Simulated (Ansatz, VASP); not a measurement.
One calculation of BaTe, two programs

```
Ba Te
1.0
     0.00000    3.53334    3.53334
     3.53334    3.53334    0.00000
    -3.53334    7.06668   -3.53334
Ba Te
2 2
Direct
  0.75000 0.75000 0.75000
  0.25000 0.25000 0.25000
  0.00000 0.00000 0.00000
  0.50000 0.50000 0.50000
```

Alike in both runs: task single point; functional PBE; k mesh 4 × 4 × 4; occupations gaussian, width 0.1 eV; no spin polarisation.

```csv
,VASP,Ansatz
version,VASP 6.6.1,Ansatz 0.2.0
potentials or method,"VASP PAW PBE potentials, release 64 (Ba_sv, Te), cutoff 520 eV","scalar-relativistic, plane waves, PAW"
valence electrons in the cell,32,52
```

|  | VASP | Ansatz | Ansatz less VASP |
| --- | --- | --- | --- |
| gap on the k mesh at the Fermi level (eV) | 1.58 | 1.65 | +0.078 |
| least direct gap on the mesh (eV) | 1.96 | 2.01 | +0.049 |
| pressure (GPa) | 0.3 | 0.0 | -0.30 |

VASP's potentials hold 32 valence electrons a cell and Ansatz's 52, so a difference there can come from the potentials and not from the codes.

Spin-orbit coupling is off throughout.
